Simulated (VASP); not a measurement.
# Mo3HS6 in VASP: a series of runs

Runs on Mo3HS6. Level: PBEsol. Tasks: single point.

Program: VASP 6.6.1. These are calculated values, not measurements. Logs are shortened: lines on timing, memory, paths and dates and some standing lists are left out, and cuts for length are marked.

## Step 1: The cell of the first run

The cell holds a slab with vacuum, 10 atoms: a = 3.120 Å, b = 6.347 Å, c = 25.660 Å, α = 90.00°, β = 90.00°, γ = 104.23°.

## Step 2: Single point, PBEsol

INCAR

```
PREC = Accurate
ENCUT = 520
EDIFF = 1E-7
ISMEAR = 0
SIGMA = 0.1
LREAL = F
LASPH = T
NELM = 60
ALGO = Normal
ISIF = 2
LWAVE = F
LCHARG = T
LDIPOL = T
IDIPOL = 3
DIPOL = 0.5 0.5 0.463
GGA = PS
LELF = T
LVHAR = T
LVACPOTAV = T
NBANDS = 50
```

KPOINTS

```
regular mesh
0
Gamma
  10 5 1
```

POSCAR

```
Mo3HS6
1.0
    3.1204068985      0.0000000000      0.0000000000
   -1.5602034492      6.1523257957      0.0000000000
    0.0000000000      0.0000000000     25.6597815141
S Mo H
6 3 1
Direct
    0.8927216587      0.7854433174      0.3312576919
    0.1715891272      0.3431782543      0.3824398182
    0.4248770516      0.8497541032      0.4354374436
    0.7047428115      0.4094654124      0.4861970894
    0.9628665561      0.9257405526      0.5411345583
    0.1730160878      0.3460381128      0.6172031673
    0.5321553930      0.0643107859      0.3568487551
    0.0634283179      0.1268429315      0.4560351157
    0.6028601598      0.2057221030      0.5588565878
    0.1730160878      0.6793714461      0.4672097742
```

Potentials or basis: VASP PAW PBE potentials, release 64 (S, Mo_sv, H).

Started as:

```console
cat potpaw_PBE.64/S/POTCAR potpaw_PBE.64/Mo_sv/POTCAR potpaw_PBE.64/H/POTCAR > POTCAR
mpirun -np 1 vasp_std > vasp.out
```

OUTCAR:

```text
PREC = Accurate
   ENCUT = 520
   EDIFF = 1E-7
   ISMEAR = 0
   LREAL = F
   LASPH = T
   NELM = 60
   ISIF = 2
   GGA = PS

 ion  position               nearest neighbor table
   1  0.893  0.785  0.331-   7 2.41   7 2.41
   2  0.172  0.343  0.382-   8 2.31   7 2.41   7 2.41
   3  0.425  0.850  0.435-  10 1.43   8 2.37   8 2.37   7 2.41
   4  0.705  0.409  0.486-   9 2.25   8 2.46   8 2.46
   5  0.963  0.926  0.541-   9 2.37   9 2.37   8 2.51
   6  0.173  0.346  0.617-   9 2.33   9 2.33
   7  0.532  0.064  0.357-   3 2.41   2 2.41   2 2.41   1 2.41   1 2.41   8 3.01   8 3.01
   8  0.063  0.127  0.456-   2 2.31   3 2.37   3 2.37   4 2.46   4 2.46   5 2.51   7 3.01   7 3.01
                             9 3.10   9 3.10
   9  0.603  0.206  0.559-   4 2.25   6 2.33   6 2.33   5 2.37   5 2.37   8 3.10   8 3.10
  10  0.173  0.679  0.467-   3 1.43

  LATTYP: Found a base centered orthorhombic cell.
 ALAT       =     3.1204068985
 B/A-ratio  =     3.9432843189
 C/A-ratio  =     8.2232165063

  Lattice vectors:

 A1 = (   1.5602034492,  -6.1523257957,   0.0000000000)
 A2 = (   1.5602034493,   6.1523257957,   0.0000000000)
 A3 = (   0.0000000000,   0.0000000000,  25.6597815141)

Analysis of symmetry for initial positions (statically):
=====================================================================
 Subroutine PRICEL returns:
 Original cell was already a primitive cell.

 Routine SETGRP: Setting up the symmetry group for a
 base centered orthorhombic supercell.

 Subroutine GETGRP returns: Found  1 space group operations
 (whereof  1 operations were pure point group operations)
 out of a pool of  8 trial point group operations.

The static configuration has the point symmetry C_1 .

Analysis of symmetry for dynamics (positions and initial velocities):
=====================================================================
 Subroutine PRICEL returns:
 Original cell was already a primitive cell.

 Routine SETGRP: Setting up the symmetry group for a
 base centered orthorhombic supercell.

 Subroutine GETGRP returns: Found  1 space group operations
 (whereof  1 operations were pure point group operations)
 out of a pool of  8 trial point group operations.

The dynamic configuration has the point symmetry C_1 .

 Subroutine INISYM returns: Found  1 space group operations
 (whereof  1 operations are pure point group operations),
 and found     1 'primitive' translations

----------------------------------------------------------------------------------------

                                     Primitive cell

  volume of cell :     492.6103

  direct lattice vectors                    reciprocal lattice vectors
     3.120406899  0.000000000  0.000000000     0.320471026  0.081270078  0.000000000
    -1.560203449  6.152325796  0.000000000     0.000000000  0.162540157  0.000000000
     0.000000000  0.000000000 25.659781514     0.000000000  0.000000000  0.038971493

  length of vectors
     3.120406899  6.347073932 25.659781514     0.330615342  0.162540157  0.038971493

  position of ions in fractional coordinates (direct lattice)
     0.892721659  0.785443317  0.331257692
     0.171589127  0.343178254  0.382439818
     0.424877052  0.849754103  0.435437444
     0.704742811  0.409465412  0.486197089
     0.962866556  0.925740553  0.541134558
     0.173016088  0.346038113  0.617203167
     0.532155393  0.064310786  0.356848755
     0.063428318  0.126842932  0.456035116
     0.602860160  0.205722103  0.558856588
     0.173016088  0.679371446  0.467209774

  ion indices of the primitive-cell ions
   primitive index   ion index
                 1           1
                 2           2
                 3           3
                 4           4
                 5           5
                 6           6
                 7           7
                 8           8
                 9           9
                10          10

----------------------------------------------------------------------------------------

 KPOINTS: regular mesh

Automatic generation of k-mesh.
 Grid dimensions read from file:
 generate k-points for:   10    5    1

 Generating k-lattice:

  Cartesian coordinates                     Fractional coordinates (reciprocal lattice)
     0.032047103  0.008127008  0.000000000     0.100000000  0.000000000  0.000000000
     0.000000000  0.032508031  0.000000000     0.000000000  0.200000000  0.000000000
     0.000000000  0.000000000  0.038971493     0.000000000  0.000000000  1.000000000

  Length of vectors
     0.033061534  0.032508031  0.038971493

  Shift w.r.t. Gamma in fractional coordinates (k-lattice)
     0.000000000  0.000000000  0.000000000

 -----------------------------------------------------------------------------
|                                                                             |
|           W    W    AA    RRRRR   N    N  II  N    N   GGGG   !!!           |
|           W    W   A  A   R    R  NN   N  II  NN   N  G    G  !!!           |
|           W    W  A    A  R    R  N N  N  II  N N  N  G       !!!           |
|           W WW W  AAAAAA  RRRRR   N  N N  II  N  N N  G  GGG   !            |
|           WW  WW  A    A  R   R   N   NN  II  N   NN  G    G                |
|           W    W  A    A  R    R  N    N  II  N    N   GGGG   !!!           |
|                                                                             |
|     Your reciprocal lattice and k-lattice belong to different lattice       |
|     classes:                                                                |
|                                                                             |
|        The reciprocal lattice is base centered orthorhombic,                |
|        whereas your k-lattice is simple monoclinic.                         |
|                                                                             |
|     Results are often still useful ...                                      |
|                                                                             |
 -----------------------------------------------------------------------------

 WARNING: IBZKPT: internal override: KBLOWUP is changed to .FALSE.
      ... skipping the blow-up phase ...

 Subroutine IBZKPT returns following result:
 ===========================================

 Found     26 irreducible k-points:

 Following reciprocal coordinates:
            Coordinates               Weight
  0.000000  0.000000  0.000000      1.000000
  0.100000 -0.000000  0.000000      2.000000
  0.200000 -0.000000  0.000000      2.000000
  0.300000 -0.000000  0.000000      2.000000
  0.400000 -0.000000  0.000000      2.000000
  0.500000 -0.000000  0.000000      1.000000
[... 16 lines left out ...]
 -0.400000  0.400000  0.000000      2.000000
 -0.300000  0.400000  0.000000      2.000000
 [... further k-points ...]
   k-points           NKPTS =     26   k-points in BZ     NKDIM =     26   number of bands    NBANDS=     50
   number of dos      NEDOS =    301   number of ions     NIONS =     10
   total plane-waves  NPLWV = 221184
   dimension x,y,z NGX =    24 NGY =   48 NGZ =  192
   dimension x,y,z NGXF=    48 NGYF=   96 NGZF=  384
   ions per type =               6   3   1
   NGX,Y,Z   is equivalent  to a cutoff of  12.79, 12.57, 12.44 a.u.
   NGXF,Y,Z  is equivalent  to a cutoff of  25.57, 25.14, 24.88 a.u.
 SYSTEM =  unknown system
   PREC   = accura    normal or accurate (medium, high low for compatibility)
   ISTART =      0    job   : 0-new  1-cont  2-samecut
   ICHARG =      2    charge: 1-file 2-atom 10-const
   ISPIN  =      1    spin polarized calculation?
   LNONCOLLINEAR =      F non collinear calculations
   LSORBIT =      F    spin-orbit coupling
   LASPH  =      T    aspherical Exc in radial PAW
   ENCUT  =  520.0 eV  38.22 Ry    6.18 a.u.   5.80 11.80 47.71*2*pi/ulx,y,z
   NELM   =     60;   NELMIN=  2; NELMDL= -5     # of ELM steps
   EDIFF  = 0.1E-06   stopping-criterion for ELM
   LREAL  =      F    real-space projection
   EDIFFG = 0.1E-05   stopping-criterion for IOM
   NSW    =      0    number of steps for IOM
   IBRION =     -1    ionic relax: 0-MD 1-quasi-New 2-CG
   NFREE  =      0    steps in history (QN), initial steepest desc. (CG)
   ISIF   =      2    stress and relaxation
   ISYM   =      2    0-nonsym 1-usesym 2-fastsym
   POTIM  = 0.5000    time-step for ionic-motion
   TEBEG  =    0.0;   TEEND  =   0.0 temperature during run
   PSTRESS=    0.0 pullay stress
   NELECT =      79.0000    total number of electrons
   NUPDOWN=      -1.0000    fix difference up-down
   EMIN   =  10.00;   EMAX   =-10.00  energy-range for DOS
   EFERMI =   0.00;   METHOD = LEGACY
   ISMEAR =     0;   SIGMA  =   0.10  broadening in eV -4-tet -1-fermi 0-gaus
   EFERMI_NEDOS =   21; number of points for ismear=-14 and -15
   IALGO  =     38    algorithm
   IMIX   =      4    mixing-type and parameters
     AMIX     =   0.40;   BMIX     =  1.00
     AMIX_MAG =   1.60;   BMIX_MAG =  1.00
  volume/ion in A,a.u.               =      49.26       332.43
  Fermi-wavevector in a.u.,A,eV,Ry     =   0.889439  1.680795 10.763585  0.791101
  Thomas-Fermi vector in A             =   2.010999
   LORBIT       =      0    0 simple, 1 ext, 2 COOP (PROOUT), +10 PAW based schemes
   GGA     = PS    functional components
   LHFCALC =     F    Hartree Fock is set to
   AEXX    =    0.0000 exact exchange contribution
   IVDW    =     0    specifies the selected vdW correction
   LEPSILON=     F    determine dielectric tensor
   LRPA    =     F    only Hartree local field effects (RPA)
 non-spin polarized calculation
 Gauss-broadening in eV      SIGMA  =   0.10
  energy-cutoff  :      520.00
  volume of cell :      492.61
 maximum number of plane-waves:     13305
   NGX = 11   NGY = 23   NGZ = 95

 dipolmoment           0.000000      0.000000     -0.715374 electrons x Angstroem

 number of electron      79.0000003 magnetization

 dipolmoment           0.000000      0.000000      0.062800 electrons x Angstroem

 Free energy of the ion-electron system (eV)
  ---------------------------------------------------
  ext. energy  EPLUGINS =         0.00000000
  ---------------------------------------------------
  free energy    TOTEN  =       -68.34318735 eV

  energy without entropy =      -68.31393181  energy(sigma->0) =      -68.32855958

 E-fermi :  -0.9194     XC(G=0):  -4.1955

 val. band max:       -0.9234498792   @ k =   0.3000  -0.0000   0.0000
 cond. band min:      -0.9070235109   @ k =   0.0000   0.0000   0.0000
 fundamental gap:      0.0164263682
 Fermi energy:        -0.9194296935

 k-point     1 :       0.0000    0.0000    0.0000
  band No.  band energies     occupation
      1     -62.5748      2.00000
      2     -62.3312      2.00000
      3     -62.2989      2.00000
      4     -36.8693      2.00000
      5     -36.6857      2.00000
      6     -36.6685      2.00000
[... 42 lines left out ...]
     49       2.4280      0.00000
     50       2.4599      0.00000

 k-point     2 :       0.1000   -0.0000    0.0000
  band No.  band energies     occupation
      1     -62.5724      2.00000
      2     -62.3284      2.00000
      3     -62.2971      2.00000
      4     -36.8621      2.00000
      5     -36.6827      2.00000
      6     -36.6677      2.00000
[... 42 lines left out ...]
     49       1.9410      0.00000
     50       2.5114      0.00000

 k-point     3 :       0.2000   -0.0000    0.0000
  band No.  band energies     occupation
      1     -62.5660      2.00000
      2     -62.3209      2.00000
      3     -62.2924      2.00000
      4     -36.8459      2.00000
      5     -36.7027      2.00000
      6     -36.6621      2.00000
[... 1102 lines left out ...]
     49       2.5758      0.00000
     50       2.9942      0.00000

 k-point    24 :      -0.3000    0.4000    0.0000
  band No.  band energies     occupation
      1     -62.5581      2.00000
      2     -62.3115      2.00000
      3     -62.2868      2.00000
      4     -36.8386      2.00000
      5     -36.7843      2.00000
      6     -36.6673      2.00000
[... 42 lines left out ...]
     49       2.2080      0.00000
     50       2.5251      0.00000

 [... further k-points ...]
[... 5 lines left out ...]
  --------------------------------------------------------------------------------------
  -------------------------------------------------------------------------------------
  Total       -0.4653081     -0.3951563     -0.2499135     -0.1361394     -0.8688109      0.6173278
  in kB       -1.5133790     -1.2852157     -0.8128244     -0.4427829     -2.8257408      2.0078114
  external PRESSURE =      -1.2038064 kB  Pullay stress =       0.0000000 kB

 VOLUME and BASIS-vectors are now :
 -----------------------------------------------------------------------------
  energy-cutoff  :      520.00
  volume of cell :      492.61
      direct lattice vectors                 reciprocal lattice vectors
     3.120406899  0.000000000  0.000000000     0.320471026  0.081270078  0.000000000
    -1.560203449  6.152325796  0.000000000     0.000000000  0.162540157  0.000000000
     0.000000000  0.000000000 25.659781514     0.000000000  0.000000000  0.038971493

 POSITION                                       TOTAL-FORCE (eV/Angst)
 -----------------------------------------------------------------------------------
      1.56020      4.83230      8.50000        -0.055013      1.583017     -0.825467
      0.00000      2.11134      9.81332        -0.027415      0.882731     -1.559027
      0.00000      5.22796     11.17323         0.277884      1.021492     -0.891984
      1.56023      2.51916     12.47571         0.017350      0.418643     -0.325569
      1.56019      5.69546     13.88539        -0.054828      0.062670      0.266112
     -0.00001      2.12894     15.83730         0.121981     -0.141566     -0.096833
      1.56020      0.39566      9.15666        -0.175083     -2.782083      2.749060
      0.00002      0.78038     11.70176         0.180865     -0.081665      0.376182
      1.56020      1.26567     14.34014        -0.095463     -0.115684      0.319014
     -0.52008      4.17971     11.98850        -0.190278     -0.847556     -0.011487
 -----------------------------------------------------------------------------------
    total drift:                                0.000261      0.000223     -0.000223

  FREE ENERGIE OF THE ION-ELECTRON SYSTEM (eV)
  ---------------------------------------------------
  free  energy   TOTEN  =       -68.3431873549 eV

  energy  without entropy=      -68.3139318084  energy(sigma->0) =      -68.32855958

 vacuum level on the upper side and lower side of the slab         4.562         3.970
```

It took 12 min on 1 thread of Intel Xeon 6975P-C (Granite Rapids), shared host; peak memory 0.8 GiB.

What came out:

| Quantity | Value |
| --- | --- |
| Free energy | -68.3432 eV |
| Largest force | 3.915 eV/Å |
| Band gap on the k mesh | zero (an odd number of electrons rules out a gap without spin polarisation) |

Forces in eV/Å, atoms in the order of the input:
```
S   -0.055  1.583 -0.825
S   -0.027  0.883 -1.559
S    0.278  1.021 -0.892
S    0.017  0.419 -0.326
S   -0.055  0.063  0.266
S    0.122 -0.142 -0.097
Mo  -0.175 -2.782  2.749
Mo   0.181 -0.082  0.376
Mo  -0.095 -0.116  0.319
H   -0.190 -0.848 -0.011
```

Caveat: the PAW data sets were made with another functional, which shifts forces and pressure a little.

## Step 3: Single point, PBEsol

INCAR

```
PREC = Accurate
ENCUT = 520
EDIFF = 1E-7
ISMEAR = 0
SIGMA = 0.1
LREAL = False
LASPH = True
NELM = 60
ALGO = Normal
ISIF = 2
LWAVE = False
LCHARG = True
LDIPOL = True
IDIPOL = 3
DIPOL = 0.5 0.5 0.473
GGA = PS
LELF = True
LVHAR = True
LVACPOTAV = True
NBANDS = 50
```

KPOINTS

```
Automatic mesh
0
Gamma
  10 5 1
```

Edit POSCAR of step 2 so:

```diff
@@ -17,2 +17,2 @@
     0.6028601598      0.2057221030      0.5588565878
-    0.1730160878      0.6793714461      0.4672097742
+    0.3396827545      0.8460381128      0.5673209414
```

Potentials or basis: VASP PAW PBE potentials, release 64 (S, Mo_sv, H).

Started as:

```console
cat potpaw_PBE.64/S/POTCAR potpaw_PBE.64/Mo_sv/POTCAR potpaw_PBE.64/H/POTCAR > POTCAR
mpirun -np 1 vasp_std > vasp.out
```

It took 15 min on 1 thread of Intel Xeon 6975P-C (Granite Rapids), shared host; peak memory 0.79 GiB.

It converged, with:

| Quantity | Value |
| --- | --- |
| Free energy | -68.1280 eV |
| Largest force | 4.063 eV/Å |
| Band gap on the k mesh | zero (an odd number of electrons rules out a gap without spin polarisation) |

Forces in eV/Å, atoms in the order of the input:
```
S    0.035  1.596 -0.582
S   -0.040  0.878 -1.182
S    0.036  0.171 -1.340
S    0.049  0.448 -0.108
S    0.221 -1.447 -0.116
S    0.067 -0.175 -0.397
Mo  -0.019 -2.943  2.800
Mo   0.056  0.075  0.217
Mo   0.299  1.193  0.709
H   -0.704  0.206 -0.002
```

Levels at points of the mesh, in eV from the Fermi level:
```csv
k point,band 35,band 36,band 37,band 38,band 39,band 40,band 41,band 42,band 43,band 44
"(0.00, 0.00, 0.00)",-1.65,-1.40,-1.21,-0.95,-0.91,-0.48,0.13,0.66,1.08,1.33
"(0.50, 0.00, 0.00)",-2.30,-1.93,-1.44,-0.64,-0.29,0.33,0.45,1.25,1.60,1.69
```

Caveat: the PAW data sets were made with another functional, which shifts forces and pressure a little.

## Step 4: Single point, PBEsol

INCAR

```
SYSTEM = Mo3HS6
PREC = Accurate ; ENCUT = 520
EDIFF = 1E-6 ; ISMEAR = 0
SIGMA = 0.1 ; LREAL = .FALSE.
LASPH = .TRUE. ; NELM = 100
ALGO = Normal ; ISIF = 2
LWAVE = .FALSE. ; LCHARG = .FALSE.
LDIPOL = .TRUE. ; IDIPOL = 3
DIPOL = 0.5 0.5 0.476 ; GGA = PS
NBANDS = 50
```

KPOINTS

```
Automatic mesh
0
G
  10 5 1
  0 0 0
```

Edit POSCAR of step 3 so:

```diff
@@ -17,2 +17,2 @@
     0.6028601598      0.2057221030      0.5588565878
-    0.3396827545      0.8460381128      0.5673209414
+    0.8396827545      0.8460381128      0.5908963385
```

Started as:

```console
cat potpaw_PBE.64/S/POTCAR potpaw_PBE.64/Mo_sv/POTCAR potpaw_PBE.64/H/POTCAR > POTCAR
mpirun -np 1 vasp_std > vasp.out
```

It took 11 min on 1 thread of Intel Xeon 6975P-C (Granite Rapids), shared host; peak memory 0.79 GiB.

It converged, with:

| Item | Value |
| --- | --- |
| Free energy | -68.2460 eV |
| Largest force | 3.837 eV/Å |
| Band gap on the k mesh | zero (an odd number of electrons rules out a gap without spin polarisation) |

Forces in eV/Å, atoms in the order of the input:
```
S   -0.035  1.492 -0.539
S    0.035  0.618 -0.856
S   -0.050  0.091 -1.149
S   -0.080  0.188 -0.191
S    0.159 -1.098  1.347
S   -0.045  0.046  0.002
Mo   0.011 -2.833  2.588
Mo   0.002  1.472 -0.790
Mo   0.059  0.465 -0.386
H   -0.055 -0.441 -0.025
```

Levels at points of the mesh, in eV from the Fermi level:
```csv
k point,band 37,band 38,band 39,band 40,band 41,band 42
"(0.00, 0.00, 0.00)",-1.05,-0.83,-0.75,-0.41,-0.06,0.15
"(0.50, 0.00, 0.00)",-1.44,-0.62,-0.06,0.34,0.69,1.30
```

Caveat: the PAW data sets were made with another functional, which shifts forces and pressure a little.

(Part 1 of 2 ends here.)
